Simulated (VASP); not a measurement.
A run of VASP 6.6.1 is set up as follows.

POSCAR

```
RbCdI3
1.0
    5.6533695357      0.0000000000      0.0000000000
    0.0000000000      5.6533695357      0.0000000000
    0.0000000000      0.0000000000      5.6533695357
Rb Cd I
1 1 3
Direct
    0.0000000000      0.0000000000      0.0000000000
    0.5000000000      0.5000000000      0.5000000000
    0.5000000000      0.5000000000      0.0000000000
    0.5000000000      0.0000000000      0.5000000000
    0.0000000000      0.5000000000      0.5000000000
```

INCAR.step1

```
SYSTEM = RbCdI3
PREC = Accurate
ENCUT = 520
ISMEAR = -1
SIGMA = 0.02
LREAL = .False.
LASPH = .True.
NELM = 80
NBANDS = 29
GGA = PE
ALGO = Normal
EDIFF = 1E-4
LWAVE = .True.
LCHARG = .False.
```

Contents of INCAR.step2:

```
SYSTEM = RbCdI3
PREC = Accurate
ENCUT = 520
EDIFF = 1E-6
ISMEAR = -1
SIGMA = 0.02
LREAL = .False.
LASPH = .True.
NELM = 80
ALGO = Normal
ISIF = 2
LWAVE = .False.
LCHARG = .False.
METAGGA = R2SCAN
LMIXTAU = .True.
NBANDS = 29
ISTART = 1
```

Contents of KPOINTS:

```
regular mesh
0
Gamma
  4 4 4
  0 0 0
```

Potentials or basis: VASP PAW PBE potentials, release 64 (Rb_sv, Cd, I).

Run with:

```bash
$ cat potpaw_PBE.64/Rb_sv/POTCAR potpaw_PBE.64/Cd/POTCAR potpaw_PBE.64/I/POTCAR > POTCAR
$ cp INCAR.step1 INCAR
$ mpirun -np 1 vasp_std > vasp.out
$ cp INCAR.step2 INCAR
$ mpirun -np 1 vasp_std > vasp.out
```

Question: Predict the pressure.

Answer: 5.1 GPa.

Question: Predict the band gap on the k mesh.

Answer: 0.31 eV (least direct gap 0.93 eV).

Caveat: the cell differs from its parent crystal (strain -5.0%); the cell stands under pressure; semilocal functionals underestimate gaps, and a narrow one can read as zero; the PAW data sets were made with another functional, which shifts forces and pressure a little; spin-orbit coupling is left out, which moves the levels of the heavy elements. A k mesh can miss the band edges.
